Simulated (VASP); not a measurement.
# Ru (Fm-3m) in VASP: further runs

The runs below take Ru through single point, with PBE.

Everything below comes from runs of VASP 6.6.1. Logs are shortened: lines on timing, memory, paths and dates and some standing lists are left out, and cuts for length are marked.

## (1) The cell of the first run

It takes space group Fm-3m (No. 225, cubic). The conventional cell has a = 3.811 Å, b = 3.811 Å, c = 3.811 Å, α = 90.00°, β = 90.00°, γ = 90.00°. Within 3.6 Å of Ru (site symmetry m-3m) lie 12 Ru at 2.70 Å.

This isn't the form of Ru at room conditions, which is hcp.

## (2) Single point, PBE, collinear spin, ferromagnetic start (13.84 Å³/atom)

File INCAR:

```
PREC = Accurate
ENCUT = 520
EDIFF = 1E-6
ISMEAR = -1
SIGMA = 0.05
LREAL = False
LASPH = True
NELM = 150
ALGO = Normal
ISIF = 2
LWAVE = False
LCHARG = True
ISPIN = 2
MAGMOM = 1
LORBIT = 11
LMAXMIX = 4
GGA = PE
LELF = True
LVHAR = True
NBANDS = 17
```

File KPOINTS:

```
regular mesh
0
Gamma
  16 16 16
```

File POSCAR:

```
Ru
1.0
    0.0000000000      1.9056559081      1.9056559081
    1.9056559081      0.0000000000      1.9056559081
    1.9056559081      1.9056559081      0.0000000000
Ru
1
Direct
    0.0000000000      0.0000000000      0.0000000000
```

Potentials or basis: VASP PAW PBE potentials, release 64 (Ru_pv).

The run is started by

```bash
$ cat potpaw_PBE.64/Ru_pv/POTCAR > POTCAR
$ mpirun -np 1 vasp_std > vasp.out
```

OUTCAR:

```text
PREC = Accurate
   ENCUT = 520
   EDIFF = 1E-6
   ISMEAR = -1
   LREAL = False
   LASPH = True
   NELM = 150
   ISIF = 2
   ISPIN = 2
   LORBIT = 11
   GGA = PE

 ion  position               nearest neighbor table
   1  0.000  0.000  0.000-

  LATTYP: Found a face centered cubic cell.
 ALAT       =     3.8113118162

  Lattice vectors:

 A1 = (   0.0000000000,   1.9056559081,   1.9056559081)
 A2 = (   1.9056559081,   0.0000000000,   1.9056559081)
 A3 = (   1.9056559081,   1.9056559081,   0.0000000000)

Analysis of symmetry for initial positions (statically):
=====================================================================
 Subroutine PRICEL returns:
 Original cell was already a primitive cell.

 Routine SETGRP: Setting up the symmetry group for a
 face centered cubic supercell.

 Subroutine GETGRP returns: Found 48 space group operations
 (whereof 48 operations were pure point group operations)
 out of a pool of 48 trial point group operations.

The static configuration has the point symmetry O_h .

Analysis of symmetry for dynamics (positions and initial velocities):
=====================================================================
 Subroutine PRICEL returns:
 Original cell was already a primitive cell.

 Routine SETGRP: Setting up the symmetry group for a
 face centered cubic supercell.

 Subroutine GETGRP returns: Found 48 space group operations
 (whereof 48 operations were pure point group operations)
 out of a pool of 48 trial point group operations.

The dynamic configuration has the point symmetry O_h .

Analysis of structural, dynamic, and magnetic symmetry:
=====================================================================
 Subroutine PRICEL returns:
 Original cell was already a primitive cell.

 Routine SETGRP: Setting up the symmetry group for a
 face centered cubic supercell.

 Subroutine GETGRP returns: Found 48 space group operations
 (whereof 48 operations were pure point group operations)
 out of a pool of 48 trial point group operations.

The overall configuration has the point symmetry O_h .

 Subroutine INISYM returns: Found 48 space group operations
 (whereof 48 operations are pure point group operations),
 and found     1 'primitive' translations

----------------------------------------------------------------------------------------

                                     Primitive cell

  volume of cell :      13.8409

  direct lattice vectors                    reciprocal lattice vectors
     0.000000000  1.905655908  1.905655908    -0.262376853  0.262376853  0.262376853
     1.905655908  0.000000000  1.905655908     0.262376853 -0.262376853  0.262376853
     1.905655908  1.905655908  0.000000000     0.262376853  0.262376853 -0.262376853

  length of vectors
     2.695004430  2.695004430  2.695004430     0.454450040  0.454450040  0.454450040

  position of ions in fractional coordinates (direct lattice)
     0.000000000  0.000000000  0.000000000

  ion indices of the primitive-cell ions
   primitive index   ion index
                 1           1

----------------------------------------------------------------------------------------

 KPOINTS: regular mesh

Automatic generation of k-mesh.
 Grid dimensions read from file:
 generate k-points for:   16   16   16

 Generating k-lattice:

  Cartesian coordinates                     Fractional coordinates (reciprocal lattice)
    -0.016398553  0.016398553  0.016398553     0.062500000  0.000000000  0.000000000
     0.016398553 -0.016398553  0.016398553     0.000000000  0.062500000  0.000000000
     0.016398553  0.016398553 -0.016398553     0.000000000  0.000000000  0.062500000

  Length of vectors
     0.028403128  0.028403128  0.028403128

  Shift w.r.t. Gamma in fractional coordinates (k-lattice)
     0.000000000  0.000000000  0.000000000

 Subroutine IBZKPT returns following result:
 ===========================================

 Found    145 irreducible k-points:

 Following reciprocal coordinates:
            Coordinates               Weight
  0.000000  0.000000  0.000000      1.000000
  0.062500  0.000000  0.000000      8.000000
  0.125000  0.000000  0.000000      8.000000
  0.187500  0.000000  0.000000      8.000000
  0.250000  0.000000  0.000000      8.000000
  0.312500  0.000000  0.000000      8.000000
[... 16 lines left out ...]
 -0.125000  0.062500  0.000000     24.000000
 -0.062500  0.062500  0.000000     12.000000
 [... further k-points ...]
   k-points           NKPTS =    145   k-points in BZ     NKDIM =    145   number of bands    NBANDS=     17
   number of dos      NEDOS =    301   number of ions     NIONS =      1
   total plane-waves  NPLWV =   8000
   dimension x,y,z NGX =    20 NGY =   20 NGZ =   20
   dimension x,y,z NGXF=    40 NGYF=   40 NGZF=   40
   ions per type =               1
   NGX,Y,Z   is equivalent  to a cutoff of  12.34, 12.34, 12.34 a.u.
   NGXF,Y,Z  is equivalent  to a cutoff of  24.67, 24.67, 24.67 a.u.
 SYSTEM =  unknown system
   PREC   = accura    normal or accurate (medium, high low for compatibility)
   ISTART =      0    job   : 0-new  1-cont  2-samecut
   ICHARG =      2    charge: 1-file 2-atom 10-const
   ISPIN  =      2    spin polarized calculation?
   LNONCOLLINEAR =      F non collinear calculations
   LSORBIT =      F    spin-orbit coupling
   LASPH  =      T    aspherical Exc in radial PAW
   ENCUT  =  520.0 eV  38.22 Ry    6.18 a.u.   5.01  5.01  5.01*2*pi/ulx,y,z
   NELM   =    150;   NELMIN=  2; NELMDL= -5     # of ELM steps
   EDIFF  = 0.1E-05   stopping-criterion for ELM
   LREAL  =      F    real-space projection
   EDIFFG = 0.1E-04   stopping-criterion for IOM
   NSW    =      0    number of steps for IOM
   IBRION =     -1    ionic relax: 0-MD 1-quasi-New 2-CG
   NFREE  =      0    steps in history (QN), initial steepest desc. (CG)
   ISIF   =      2    stress and relaxation
   ISYM   =      2    0-nonsym 1-usesym 2-fastsym
   POTIM  = 0.5000    time-step for ionic-motion
   TEBEG  =    0.0;   TEEND  =   0.0 temperature during run
   PSTRESS=    0.0 pullay stress
   NELECT =      14.0000    total number of electrons
   NUPDOWN=      -1.0000    fix difference up-down
   EMIN   =  10.00;   EMAX   =-10.00  energy-range for DOS
   EFERMI =   0.00;   METHOD = LEGACY
   ISMEAR =    -1;   SIGMA  =   0.05  broadening in eV -4-tet -1-fermi 0-gaus
   EFERMI_NEDOS =   21; number of points for ismear=-14 and -15
   IALGO  =     38    algorithm
   IMIX   =      4    mixing-type and parameters
     AMIX     =   0.40;   BMIX     =  1.00
     AMIX_MAG =   1.60;   BMIX_MAG =  1.00
  volume/ion in A,a.u.               =      13.84        93.40
  Fermi-wavevector in a.u.,A,eV,Ry     =   1.643349  3.105479 36.743819  2.700595
  Thomas-Fermi vector in A             =   2.733498
   LORBIT       =     11    0 simple, 1 ext, 2 COOP (PROOUT), +10 PAW based schemes
   GGA     = PE    functional components
   LHFCALC =     F    Hartree Fock is set to
   AEXX    =    0.0000 exact exchange contribution
   IVDW    =     0    specifies the selected vdW correction
   LEPSILON=     F    determine dielectric tensor
   LRPA    =     F    only Hartree local field effects (RPA)
 spin polarized calculation
  energy-cutoff  :      520.00
  volume of cell :       13.84
 maximum number of plane-waves:       388
   NGX =  9   NGY =  9   NGZ =  9

 number of electron      14.0000002 magnetization       0.0576969

 number of electron      14.0000002 magnetization      -0.0003607

 Free energy of the ion-electron system (eV)
  ---------------------------------------------------
  ext. energy  EPLUGINS =         0.00000000
  ---------------------------------------------------
  free energy    TOTEN  =        -9.12453526 eV

  energy without entropy =       -9.11483833  energy(sigma->0) =       -9.11968679

 E-fermi :  12.4448     XC(G=0): -13.9998

 val. band max:       12.4419809813   @ k =   0.2500   0.0000   0.0000
 cond. band min:      12.4571750124   @ k =  -0.2500   0.2500   0.0625
 fundamental gap:      0.0151940311
 Fermi energy:        12.4448378274

 spin component 1

 k-point     1 :       0.0000    0.0000    0.0000
  band No.  band energies     occupation
      1     -30.0191      1.00000
      2     -30.0191      1.00000
      3     -30.0191      1.00000
      4       4.6160      1.00000
      5       9.8999      1.00000
      6       9.8999      1.00000
[... 9 lines left out ...]
     16      45.7573      0.00000
     17      45.7573      0.00000

 k-point     2 :       0.0625    0.0000    0.0000
  band No.  band energies     occupation
      1     -30.0591      1.00000
      2     -30.0244      1.00000
      3     -30.0244      1.00000
      4       4.7798      1.00000
      5       9.8152      1.00000
      6       9.9683      1.00000
[... 9 lines left out ...]
     16      44.6580      0.00000
     17      45.1804      0.00000

 k-point     3 :       0.1250    0.0000    0.0000
  band No.  band energies     occupation
      1     -30.1720      1.00000
      2     -30.0392      1.00000
      3     -30.0392      1.00000
      4       5.2413      1.00000
      5       9.6145      1.00000
      6      10.1388      1.00000
[... 9 lines left out ...]
     16      43.5594      0.00000
     17      43.5598      0.00000

 k-point     4 :       0.1875    0.0000    0.0000
  band No.  band energies     occupation
      1     -30.3386      1.00000
      2     -30.0613      1.00000
      3     -30.0613      1.00000
      4       5.8863      1.00000
      5       9.4611      1.00000
      6      10.2945      1.00000
[... 9 lines left out ...]
     16      41.3366      0.00000
     17      41.3366      0.00000
[... 343 lines left out ...]
      1     -30.4095      1.00000
      2     -30.1073      1.00000
      3     -30.0591      1.00000
      4       6.2374      1.00000
      5       9.3158      1.00000
      6      10.3515      1.00000
[... 9 lines left out ...]
     16      41.0814      0.00000
     17      41.6454      0.00000

 k-point    23 :      -0.1250    0.0625    0.0000
  band No.  band energies     occupation
      1     -30.2388      1.00000
      2     -30.0768      1.00000
      3     -30.0385      1.00000
      4       5.5798      1.00000
      5       9.4300      1.00000
      6      10.2621      1.00000
[... 9 lines left out ...]
     16      42.5012      0.00000
     17      43.9625      0.00000

 k-point    24 :      -0.0625    0.0625    0.0000
  band No.  band energies     occupation
      1     -30.1151      1.00000
      2     -30.0476      1.00000
      3     -30.0262      1.00000
      4       5.0445      1.00000
      5       9.6602      1.00000
      6      10.0622      1.00000
[... 9 lines left out ...]
     16      43.3322      0.00000
     17      43.9897      0.00000

 [... further k-points ...]

 spin component 2

 k-point     1 :       0.0000    0.0000    0.0000
  band No.  band energies     occupation
      1     -30.0197      1.00000
      2     -30.0197      1.00000
      3     -30.0197      1.00000
      4       4.6160      1.00000
      5       9.8998      1.00000
      6       9.8998      1.00000
[... 9 lines left out ...]
     16      45.7570      0.00000
     17      45.7570      0.00000

 k-point     2 :       0.0625    0.0000    0.0000
  band No.  band energies     occupation
      1     -30.0597      1.00000
      2     -30.0250      1.00000
      3     -30.0250      1.00000
      4       4.7798      1.00000
      5       9.8152      1.00000
      6       9.9682      1.00000
[... 9 lines left out ...]
     16      44.6577      0.00000
     17      45.1801      0.00000

 k-point     3 :       0.1250    0.0000    0.0000
  band No.  band energies     occupation
      1     -30.1726      1.00000
      2     -30.0398      1.00000
      3     -30.0398      1.00000
      4       5.2413      1.00000
      5       9.6144      1.00000
      6      10.1387      1.00000
[... 9 lines left out ...]
     16      43.5592      0.00000
     17      43.6434      0.00000

 k-point     4 :       0.1875    0.0000    0.0000
  band No.  band energies     occupation
      1     -30.3392      1.00000
      2     -30.0619      1.00000
      3     -30.0618      1.00000
      4       5.8862      1.00000
      5       9.4611      1.00000
      6      10.2944      1.00000
[... 9 lines left out ...]
     16      41.3364      0.00000
     17      41.3365      0.00000
[... 343 lines left out ...]
      1     -30.4101      1.00000
      2     -30.1079      1.00000
      3     -30.0597      1.00000
      4       6.2374      1.00000
      5       9.3158      1.00000
      6      10.3513      1.00000
[... 9 lines left out ...]
     16      41.0813      0.00000
     17      41.6452      0.00000

 k-point    23 :      -0.1250    0.0625    0.0000
  band No.  band energies     occupation
      1     -30.2393      1.00000
      2     -30.0774      1.00000
      3     -30.0390      1.00000
      4       5.5798      1.00000
      5       9.4299      1.00000
      6      10.2621      1.00000
[... 9 lines left out ...]
     16      42.5011      0.00000
     17      43.9569      0.00000

 k-point    24 :      -0.0625    0.0625    0.0000
  band No.  band energies     occupation
      1     -30.1156      1.00000
      2     -30.0482      1.00000
      3     -30.0268      1.00000
      4       5.0445      1.00000
      5       9.6601      1.00000
      6      10.0621      1.00000
[... 9 lines left out ...]
     16      43.3321      0.00000
     17      43.9895      0.00000

 [... further k-points ...]
[... 5 lines left out ...]
  --------------------------------------------------------------------------------------
  -------------------------------------------------------------------------------------
  Total       -0.0520937     -0.0520937     -0.0520937      0.0000000     -0.0000000     -0.0000000
  in kB       -6.0302040     -6.0302040     -6.0302040      0.0000000     -0.0000000     -0.0000000
  external PRESSURE =      -6.0302040 kB  Pullay stress =       0.0000000 kB

 VOLUME and BASIS-vectors are now :
 -----------------------------------------------------------------------------
  energy-cutoff  :      520.00
  volume of cell :       13.84
      direct lattice vectors                 reciprocal lattice vectors
     0.000000000  1.905655908  1.905655908    -0.262376853  0.262376853  0.262376853
     1.905655908  0.000000000  1.905655908     0.262376853 -0.262376853  0.262376853
     1.905655908  1.905655908  0.000000000     0.262376853  0.262376853 -0.262376853

 POSITION                                       TOTAL-FORCE (eV/Angst)
 -----------------------------------------------------------------------------------
      0.00000      0.00000      0.00000        -0.000000     -0.000000     -0.000000
 -----------------------------------------------------------------------------------
    total drift:                                0.000000      0.000000      0.000000

  FREE ENERGIE OF THE ION-ELECTRON SYSTEM (eV)
  ---------------------------------------------------
  free  energy   TOTEN  =        -9.1245352603 eV

  energy  without entropy=       -9.1148383292  energy(sigma->0) =       -9.11968679

 total charge

# of ion       s       p       d       tot
------------------------------------------
    1        0.401   6.296   5.934  12.631

 magnetization (x)

# of ion       s       p       d       tot
------------------------------------------
    1       -0.000   0.000  -0.000  -0.000
```

It took 57 s on 1 thread of Intel Xeon 8259CL, shared host; peak memory 0.17 GiB.

What came out:

```
Free energy                                           : -9.1245 eV
Pressure                                              : -0.6 GPa
Band gap on the k mesh                                : zero (filled and empty bands overlap)
Net moment                                            : 0.00 μB per cell
Valence electrons inside the program's atomic spheres : Ru 12.63
```

## (3) Single point, PBE, collinear spin, ferromagnetic start (14.39 Å³/atom)

This run uses another cell than the first one, of 14.39 Å³/atom.

File INCAR:

```
SYSTEM = Ru
ALGO = Normal
EDIFF = 1E-6
ENCUT = 520
GGA = PE
ISIF = 2
ISMEAR = -1
ISPIN = 2
LASPH = .True.
LCHARG = .False.
LMAXMIX = 4
LORBIT = 11
LREAL = .False.
LWAVE = .False.
MAGMOM = 1
NBANDS = 17
NELM = 150
PREC = Accurate
SIGMA = 0.05
```

File KPOINTS:

```
k-points
0
Gamma
  16 16 16
  0 0 0
```

File POSCAR:

```
Ru
1.0
    0.0000000000      1.9307332038      1.9307332038
    1.9307332038      0.0000000000      1.9307332038
    1.9307332038      1.9307332038      0.0000000000
Ru
1
Direct
    0.0000000000      0.0000000000      0.0000000000
```

Potentials or basis: VASP PAW PBE potentials, release 64 (Ru_pv).

The run is started by

```bash
$ cat potpaw_PBE.64/Ru_pv/POTCAR > POTCAR
$ mpirun -np 1 vasp_std > vasp.out
```

OUTCAR:

```text
SYSTEM = Ru
   EDIFF = 1E-6
   ENCUT = 520
   GGA = PE
   ISIF = 2
   ISMEAR = -1
   ISPIN = 2
   LASPH = .True.
   LORBIT = 11
   LREAL = .False.
   NELM = 150
   PREC = Accurate

 ion  position               nearest neighbor table
   1  0.000  0.000  0.000-

  LATTYP: Found a face centered cubic cell.
 ALAT       =     3.8614664076

  Lattice vectors:

[... 1162 lines left out ...]
     17      42.4252      0.00000

 [... further k-points ...]
[... 5 lines left out ...]
  --------------------------------------------------------------------------------------
  -------------------------------------------------------------------------------------
  Total       -1.0317170     -1.0317170     -1.0317170      0.0000000      0.0000000      0.0000000
  in kB     -114.8350237   -114.8350237   -114.8350237      0.0000000      0.0000000      0.0000000
  external PRESSURE =    -114.8350237 kB  Pullay stress =       0.0000000 kB

 VOLUME and BASIS-vectors are now :
 -----------------------------------------------------------------------------
  energy-cutoff  :      520.00
  volume of cell :       14.39
      direct lattice vectors                 reciprocal lattice vectors
     0.000000000  1.930733204  1.930733204    -0.258968976  0.258968976  0.258968976
     1.930733204  0.000000000  1.930733204     0.258968976 -0.258968976  0.258968976
     1.930733204  1.930733204  0.000000000     0.258968976  0.258968976 -0.258968976

 POSITION                                       TOTAL-FORCE (eV/Angst)
 -----------------------------------------------------------------------------------
      0.00000      0.00000      0.00000         0.000000      0.000000      0.000000
 -----------------------------------------------------------------------------------
    total drift:                                0.000000      0.000000      0.000000

  FREE ENERGIE OF THE ION-ELECTRON SYSTEM (eV)
  ---------------------------------------------------
  free  energy   TOTEN  =        -9.1045644484 eV

  energy  without entropy=       -9.0943197051  energy(sigma->0) =       -9.09944208

 total charge

# of ion       s       p       d       tot
------------------------------------------
    1        0.385   6.273   5.896  12.554

 magnetization (x)

# of ion       s       p       d       tot
------------------------------------------
    1       -0.000   0.000  -0.000  -0.000
```

It took 47 s on 1 thread of Intel Xeon 8259CL, shared host; peak memory 0.17 GiB.

What came out:

| Property | Result |
| --- | --- |
| Free energy | -9.1046 eV |
| Pressure | -11.5 GPa |
| Band gap on the k mesh | zero (filled and empty bands overlap) |
| Net moment | 0.00 μB per cell |
| Valence electrons inside the program's atomic spheres | Ru 12.55 |

Levels at points of the mesh, in eV from the Fermi level:
Spin up:
```csv
k point,band 3,band 4,band 5,band 6,band 7,band 8,band 9,band 10,band 11,band 12
"(0.00, 0.00, 0.00)",-42.45,-7.59,-2.40,-2.40,-2.40,-0.16,-0.16,10.57,15.05,20.48
"(0.50, 0.00, 0.00)",-42.57,-5.68,-2.51,-2.51,0.96,1.54,1.54,9.34,10.57,14.63
"(0.50, 0.50, 0.00)",-42.77,-5.91,-5.46,1.50,2.01,2.01,3.46,10.57,12.85,13.04
```
Spin down:
```tsv
k point	band 3	band 4	band 5	band 6	band 7	band 8	band 9	band 10	band 11	band 12
(0.00, 0.00, 0.00)	-42.46	-7.60	-2.40	-2.40	-2.40	-0.16	-0.16	10.57	15.05	20.48
(0.50, 0.00, 0.00)	-42.58	-5.68	-2.51	-2.51	0.96	1.54	1.54	9.34	10.57	14.63
(0.50, 0.50, 0.00)	-42.77	-5.91	-5.46	1.50	2.01	2.01	3.46	10.57	12.85	13.04
```

Caveat: the cell stands under tension; an empty level that is flat over the whole mesh can mark a ghost state of the potentials, or a narrow d or f band.

(Part 1 of 2 ends here.)
